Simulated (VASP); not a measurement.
The system is Fe.

```
Fe
1.0
    -1.43152    1.43152    1.43152
     1.43152   -1.43152    1.43152
     1.43152    1.43152   -1.43152
Fe
1
Direct
  0.00000 0.00000 0.00000
```

| Property | Result |
| --- | --- |
| Program | VASP 6.6.1 |
| Task | relaxation of cell and atoms |
| Functional | PBEsol |
| Potentials or basis | VASP PAW PBE potentials, release 64 (Fe) |
| Cutoff | 600 eV |
| k mesh | 10 × 10 × 10 |
| Occupations | gaussian, width 0.1 eV |
| Spin | collinear spin, ferromagnetic start |
| Starting moments | [2.63] μB |

At the start: pressure -16.5 GPa; volume 11.73 Å³/atom.

Q: Where does the relaxation end?

A: Over 3 steps the energy falls by 50.3 meV/atom and the volume is 10.84 Å³/atom (-7.6 %); space group Im-3m (No. 229, to 0.05 Å); moment 2.13 μB per cell.

Step by step:
```tsv
step	energy change (eV)	largest force (eV/Å)	pressure (GPa)	volume (Å³)
1	0.0000	0.0000	-16.48	11.73
2	0.0320	0.0000	27.45	9.80
3	-0.0503	0.0000	-0.19	10.84
```

Final structure:
```
Fe
1.0
    -1.39439    1.39439    1.39439
     1.39439   -1.39439    1.39439
     1.39439    1.39439   -1.39439
Fe
1
Direct
  0.00000 0.00000 0.00000
```

Caveat: the PAW data sets were made with another functional, which shifts forces and pressure a little.
